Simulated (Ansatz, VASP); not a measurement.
**One calculation of SnO, two programs**

```
Sn O
1.0
     3.86817    0.00000    0.00000
     0.00000    3.86817    0.00000
     0.00000    0.00000    5.06728
Sn O
2 2
Cartesian
  0.0530 1.9871 1.1591
  1.8811 -0.0530 3.9082
  -0.0056 0.0056 0.0000
  1.9396 1.9285 0.0000
```

Change from the starting cell: mode 4 (104.6 1/cm) frozen in, largest displacement +0.075 Å.

Alike in both runs: task single point; functional PBE; k mesh 10 × 10 × 8; occupations gaussian, width 0.05 eV; no spin polarisation.

|  | VASP | Ansatz |
| --- | --- | --- |
| version | VASP 6.6.1 | Ansatz 0.2.0 |
| potentials or method | VASP PAW PBE potentials, release 64 (Sn_d, O), cutoff 520 eV | scalar-relativistic, plane waves, PAW |
| valence electrons in the cell | 40 | 40 |

```csv
,VASP,Ansatz,Ansatz less VASP
gap on the k mesh at the Fermi level (eV),0.51,0.51,-0.009
least direct gap on the mesh (eV),1.90,1.93,+0.029
pressure (GPa),0.4,0.2,-0.19
"traceless stress, the component that is largest in VASP (GPa)",-1.12,-1.07,+0.047
rms of the force components (eV/Å),0.161,0.148,-0.0127
```

Atom by atom the forces differ by 0.033 eV/Å (rms over components).
